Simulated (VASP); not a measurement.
# Pd (P6_3/mmc) in VASP: a series of runs, part 2 of 2

VASP 6.6.1. The steps go on from the part before.

### Step 5. Relaxation of cell and atoms, PBEsol+D4

This run uses another cell than the first one, of 15.53 Å³/atom, 1.062 times its volume.

Contents of INCAR:

```
ALGO = Fast ; EDIFF = 1E-6
EDIFFG = -0.01 ; ENCUT = 600
GGA = PS ; IBRION = 2
ISIF = 3 ; ISMEAR = -1
IVDW = 13 ; LASPH = T
LCHARG = F ; LREAL = F
LWAVE = F ; NELM = 100
NSW = 60 ; PREC = Accurate
SIGMA = 0.05
```

Contents of KPOINTS:

```
k-points
0
Gamma
  11 11 6
```

Contents of POSCAR:

```
Pd
1.0
    2.7836650458      0.0000000000      0.0000000000
   -1.3918325229      2.4107246453      0.0000000000
    0.0000000000      0.0000000000      4.6288930000
Pd
2
Direct
    0.3333333333      0.6666666667      0.2500000000
    0.6666666667      0.3333333333      0.7500000000
```

Potentials or basis: VASP PAW PBE potentials, release 64 (Pd).

Started as:

```
$ cat potpaw_PBE.64/Pd/POTCAR > POTCAR
$ mpirun -np 1 vasp_std > vasp.out
```

OUTCAR:

```text
EDIFF = 1E-6
   EDIFFG = -0.01
   ENCUT = 600
   GGA = PS
   IBRION = 2
   ISIF = 3
   ISMEAR = -1
   IVDW = 13
   LASPH = T
   LREAL = F
   NELM = 100
   NSW = 60
   PREC = Accurate

 ion  position               nearest neighbor table
   1  0.333  0.667  0.250-   2 2.82   2 2.82   2 2.82   2 2.82   2 2.82   2 2.82
   2  0.667  0.333  0.750-   1 2.82   1 2.82   1 2.82   1 2.82   1 2.82   1 2.82

  LATTYP: Found a hexagonal cell.
 ALAT       =     2.7836650458
 C/A-ratio  =     1.6628771507

  Lattice vectors:

 A1 = (   2.7836650458,   0.0000000000,   0.0000000000)
 A2 = (  -1.3918325229,   2.4107246453,   0.0000000000)
 A3 = (   0.0000000000,   0.0000000000,   4.6288930000)

Analysis of symmetry for initial positions (statically):
=====================================================================
 Subroutine PRICEL returns:
 Original cell was already a primitive cell.

 Routine SETGRP: Setting up the symmetry group for a
 hexagonal supercell.

 Subroutine GETGRP returns: Found 24 space group operations
 (whereof 12 operations were pure point group operations)
 out of a pool of 24 trial point group operations.

The static configuration has the point symmetry D_3d.
 The point group associated with its full space group is D_6h.

Analysis of symmetry for dynamics (positions and initial velocities):
=====================================================================
 Subroutine PRICEL returns:
 Original cell was already a primitive cell.

 Routine SETGRP: Setting up the symmetry group for a
 hexagonal supercell.

 Subroutine GETGRP returns: Found 24 space group operations
 (whereof 12 operations were pure point group operations)
 out of a pool of 24 trial point group operations.

The dynamic configuration has the point symmetry D_3d.
 The point group associated with its full space group is D_6h.

 Subroutine INISYM returns: Found 24 space group operations
 (whereof 12 operations are pure point group operations),
 and found     1 'primitive' translations

----------------------------------------------------------------------------------------

                                     Primitive cell

  volume of cell :      31.0629

  direct lattice vectors                    reciprocal lattice vectors
[... 106 lines left out ...]
     AMIX     =   0.40;   BMIX     =  1.00
     AMIX_MAG =   1.60;   BMIX_MAG =  1.00
  volume/ion in A,a.u.               =      15.53       104.81
  Fermi-wavevector in a.u.,A,eV,Ry     =   1.413636  2.671385 27.189429  1.998367
  Thomas-Fermi vector in A             =   2.535261
   LORBIT       =      0    0 simple, 1 ext, 2 COOP (PROOUT), +10 PAW based schemes
   GGA     = PS    functional components
   LHFCALC =     F    Hartree Fock is set to
   AEXX    =    0.0000 exact exchange contribution
   IVDW    =    13    specifies the selected vdW correction
   LEPSILON=     F    determine dielectric tensor
   LRPA    =     F    only Hartree local field effects (RPA)
 conjugate gradient relaxation of ions
 non-spin polarized calculation
 RMM-DIIS sequential band-by-band and
  energy-cutoff  :      600.00
  volume of cell :       31.06
 maximum number of plane-waves:      1061
 NGX is ok and might be reduce to    24
   NGX = 11   NGY = 11   NGZ = 19

--------------------------------------- Ionic step        1  -------------------------------------------

 number of electron      20.0000005 magnetization

 Free energy of the ion-electron system (eV)
  ---------------------------------------------------
  ext. energy  EPLUGINS =         0.00000000
  ---------------------------------------------------
  free energy    TOTEN  =       -11.79231740 eV

  energy without entropy =      -11.74404109  energy(sigma->0) =      -11.76817925

 E-fermi :   8.7814     XC(G=0): -13.0608

 val. band max:        8.7725088278   @ k =   0.4545   0.0909   0.0000
 cond. band min:       8.7851212626   @ k =   0.1818   0.1818   0.0000
 fundamental gap:      0.0126124348
 Fermi energy:         8.7813791154

 k-point     1 :       0.0000    0.0000    0.0000
  band No.  band energies     occupation
      1       1.9275      2.00000
      2       3.8088      2.00000
      3       6.0487      2.00000
      4       6.2343      2.00000
      5       6.2343      2.00000
      6       6.5630      2.00000
      7       6.5630      2.00000
      8       7.2174      2.00000
      9       7.2174      2.00000
     10       8.5549      1.97867
     11       8.5549      1.97867
     12       9.6641      0.00000
     13      15.3679      0.00000
     14      25.7821      0.00000
[... 510 lines left out ...]
--------------------------------------- Ionic step        4  -------------------------------------------

 number of electron      19.9999998 magnetization

 Free energy of the ion-electron system (eV)
  ---------------------------------------------------
  ext. energy  EPLUGINS =         0.00000000
  ---------------------------------------------------
  free energy    TOTEN  =       -11.85500177 eV

  energy without entropy =      -11.81119887  energy(sigma->0) =      -11.83310032

 E-fermi :  10.0547     XC(G=0): -13.5317

 val. band max:       10.0507074781   @ k =   0.4545   0.0909   0.0000
 cond. band min:      10.0702046369   @ k =   0.3636   0.0000   0.0000
 fundamental gap:      0.0194971587
 Fermi energy:        10.0547339415

 k-point     1 :       0.0000    0.0000    0.0000
  band No.  band energies     occupation
      1       2.6072      2.00000
      2       4.4909      2.00000
      3       6.9564      2.00000
      4       7.1689      2.00000
      5       7.1689      2.00000
      6       7.5433      2.00000
      7       7.5433      2.00000
      8       8.2864      2.00000
      9       8.2864      2.00000
     10       9.7971      1.98851
     11       9.7971      1.98851
     12      10.7422      0.00000
     13      17.2051      0.00000
     14      27.1539      0.00000
[... 424 lines left out ...]
  FREE ENERGIE OF THE ION-ELECTRON SYSTEM (eV)
  ---------------------------------------------------
  free  energy   TOTEN  =       -12.4409267180 eV

  energy  without entropy=      -12.3971238107  energy(sigma->0) =      -12.41902526

 reached required accuracy - stopping structural energy minimisation
```

OSZICAR:

```text
N       E                     dE             d eps       ncg     rms          rms(c)
DAV:   1     0.117634725700E+03    0.11763E+03   -0.11603E+04  1792   0.157E+03
DAV:   2    -0.105727266569E+02   -0.12821E+03   -0.12211E+03  1890   0.302E+02
DAV:   3    -0.125103250500E+02   -0.19376E+01   -0.19078E+01  2206   0.420E+01
[... 36 lines left out ...]
DAV:   1    -0.118561343751E+02   -0.83544E-04   -0.18046E-02  1984   0.156E+00    0.233E-01
RMM:   2    -0.118549971951E+02    0.11372E-02   -0.29364E-03  1792   0.525E-01    0.555E-02
RMM:   3    -0.118549973599E+02   -0.16482E-06   -0.10350E-04  1792   0.791E-02    0.345E-02
RMM:   4    -0.118550021156E+02   -0.47557E-05   -0.15185E-05  1792   0.401E-02    0.436E-03
RMM:   5    -0.118550017744E+02    0.34120E-06   -0.15077E-06  1097   0.110E-02
   4 F= -.12440927E+02 E0= -.12419025E+02  d E =-.102602E+00
```

Wall time 60 s (1 thread of AMD EPYC 9R45 (Zen 5), shared host); peak memory 0.15 GiB.

What came out:

| Property | Result |
| --- | --- |
| Free energy | -12.4409 eV |
| Relaxed volume | 14.39 Å³/atom |
| Relaxed cell | a = 2.713 Å, b = 2.713 Å, c = 4.516 Å, α = 90.00°, β = 90.00°, γ = 120.00° |
| Space group after relaxing (to 0.05 Å) | P6_3/mmc (No. 194) |
| Energy gained by relaxing | 51.3 meV/atom |
| Ionic steps | 4 |
| Pressure after relaxing | 0.0 GPa |
| Band gap on the k mesh | zero (band 10 reaches 10.21 eV, above the bottom of band 11 at 9.31 eV) |
| Dispersion energy per atom | -0.293 eV |

Stress tensor (GPa, compression positive):
```
-0.08  0.00  0.00
 0.00 -0.08  0.00
 0.00  0.00  0.04
```

The path:
| step | energy change (eV) | largest force (eV/Å) | pressure (GPa) | volume (Å³) |
| --- | --- | --- | --- | --- |
| 1 | 0.0000 | 0.0000 | -13.25 | 31.06 |
| 2 | 0.1904 | 0.0000 | 33.76 | 25.64 |
| 3 | -0.1025 | 0.0000 | -0.57 | 28.85 |
| 4 | -0.1026 | 0.0000 | -0.04 | 28.79 |

Final structure:
```yaml
crystal:
  lattice:
    - [2.71317, 0.00000, 0.00000]
    - [-1.35658, 2.34967, 0.00000]
    - [0.00000, 0.00000, 4.51558]
  atoms:
    - { symbol: Pd, position: [0.33333, 0.66667, 0.25000] }
    - { symbol: Pd, position: [0.66667, 0.33333, 0.75000] }
```

Caveat: the PAW data sets were made with another functional, which shifts forces and pressure a little; pairwise dispersion overbinds metals, which lowers pressure and volume.

### Step 6. The runs side by side

```tsv
task	level	cell	cutoff (eV)	gap on the mesh (eV)	pressure (GPa)
single point	PBEsol	a = 2.726, b = 2.726, c = 4.545 Å, angles 90.0, 90.0, 120.0°, 2 atoms	520	none	-0.3
single point	PBEsol+D4	a = 2.713, b = 2.713, c = 4.522 Å, angles 90.0, 90.0, 120.0°, 2 atoms	520	none	-0.3
single point	PBEsol+D3(BJ)	a = 2.784, b = 2.784, c = 4.629 Å, angles 90.0, 90.0, 120.0°, 2 atoms	520	none	-16.8
relaxation of cell and atoms	PBEsol+D4	relaxed from a = 2.784, b = 2.784, c = 4.629 Å, angles 90.0, 90.0, 120.0°, 2 atoms	600	none	0.0
```

Alike in all rows: potentials or basis VASP PAW PBE potentials, release 64 (Pd); no spin polarisation; k mesh 11 × 11 × 6; smearing fermi-dirac 0.05 eV.

Caveats: the PAW data sets were made with another functional, which shifts forces and pressure a little; pairwise dispersion overbinds metals, which lowers pressure and volume (some runs); three body term missing (some runs).

Total energies depend on the potentials used, so only differences within one code and one set of settings carry meaning.
